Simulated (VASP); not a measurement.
Set up this calculation in VASP 6.6.1, as the native input.

* Task: single point
* Functional: PBE
* Potentials or basis: VASP PAW PBE potentials, release 64 (B, P)
* Cutoff: 520 eV
* k mesh: 10 × 10 × 10
* Occupations: fermi-dirac, width 0.02 eV
* Spin: no spin polarisation
* Dipole correction: no
* Further INCAR settings: ALGO = Normal; EDIFF = 1e-07; NBANDS = 11

The structure of BP lies in POSCAR:

```
BP
1.0
    0.0000000000      2.2741054786      2.2741054786
    2.2741054786      0.0000000000      2.2741054786
    2.2741054786      2.2741054786      0.0000000000
B P
1 1
Direct
    0.0000000000      0.0000000000      0.0000000000
    0.2500000000      0.2500000000      0.2500000000
```

The input as run:

INCAR

```
  PREC = Accurate
  ENCUT = 520
  EDIFF = 1E-7
  ISMEAR = -1
  SIGMA = 0.02
  LREAL = F
  LASPH = T
  NELM = 60
  ALGO = Normal
  ISIF = 2
  LWAVE = F
  LCHARG = F
  GGA = PE
  NBANDS = 11
```

KPOINTS

```
Automatic mesh
0
Gamma
  10 10 10
```

Potentials or basis: VASP PAW PBE potentials, release 64 (B, P).

Run with:

```console
$ cat potpaw_PBE.64/B/POTCAR potpaw_PBE.64/P/POTCAR > POTCAR
$ mpirun -np 1 vasp_std > vasp.out
```

Results of the run:

- Pressure: -0.2 GPa
- Band gap on the k mesh: 1.25 eV, indirect (least direct gap 3.39 eV)

Run time: 10 s on 1 thread of AMD EPYC 7R43 64-Core Processor (Zen 3) (shared host), peak memory 0.1 GiB.
